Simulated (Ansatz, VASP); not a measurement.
Two plane-wave programs on Sb

```
Sb
1.0
    -1.54981    1.54981    2.66596
     1.54981   -1.54981    2.66596
     1.54981    1.54981   -2.66596
Sb
1
Cartesian
  0.0000 0.0000 0.0000
```

Alike in both runs: task single point; functional r2SCAN; k mesh 13 × 13 × 13; occupations fermi-dirac, width 0.1 eV; no spin polarisation.

|  | VASP | Ansatz |
| --- | --- | --- |
| version | VASP 6.6.1 | Ansatz 0.2.0 |
| potentials or method | VASP PAW PBE potentials, release 64 (Sb), cutoff 520 eV | plane waves, PAW |
| valence electrons in the cell | 5 | 15 |

Ansatz gave:

- pressure (GPa): 5.2
- traceless stress, the component that is largest in VASP (GPa): -0.01

Task: Which values does VASP return?

Result: Pressure (GPa): 5.2; traceless stress, the component that is largest in VASP (GPa): -0.09.

VASP's potentials were made for PBE, not for r2SCAN. With one functional, cell and mesh, what is left measures potentials, basis and numerics. VASP's potentials hold 5 valence electrons a cell and Ansatz's 15, so a difference there can come from the potentials and not from the codes.

Spin-orbit coupling is off throughout.
